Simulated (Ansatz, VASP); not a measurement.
**One calculation of CdF2, two programs**

```
Cd F
1.0
    -0.84282    0.84937    3.67080
     3.63570   -0.89155   -0.97175
    -1.76437    7.27800    1.93644
Cd F
2 4
Direct
  0.00000 0.83334 0.91667
  0.00000 0.83334 0.41667
  0.25005 0.58305 0.04180
  0.25005 0.58305 0.54182
  0.74995 0.08361 0.29152
  0.74995 0.08361 0.79152
```

Change from the starting cell: cell x2, atoms moved at random (sigma 0.1 Å) and cell strained at random (1.5 %), then relaxed without symmetry.

Alike in both runs: functional PBE; k mesh 4 × 4 × 2; occupations gaussian, width 0.1 eV; no spin polarisation.

Ansatz relaxed the structure, and its values are those at the end. VASP's run is a single point on that final structure, the one shown.

```csv
,VASP,Ansatz
version,VASP 6.6.1,Ansatz 0.2.0
potentials or method,"VASP PAW PBE potentials, release 64 (Cd, F), cutoff 520 eV","scalar-relativistic, plane waves, PAW"
valence electrons in the cell,52,68
```

|  | VASP | Ansatz | Ansatz less VASP |
| --- | --- | --- | --- |
| gap on the k mesh at the Fermi level (eV) | 2.89 | 2.92 | +0.030 |
| least direct gap on the mesh (eV) | 3.30 | 3.33 | +0.029 |
| pressure (GPa) | 0.6 | 0.0 | -0.52 |

The functional is the same, so the differences come from potentials, cutoffs and numerics. VASP's potentials hold 52 valence electrons a cell and Ansatz's 68, so a difference there can come from the potentials and not from the codes.

The k mesh is coarse, so the values compare programs but aren't converged.
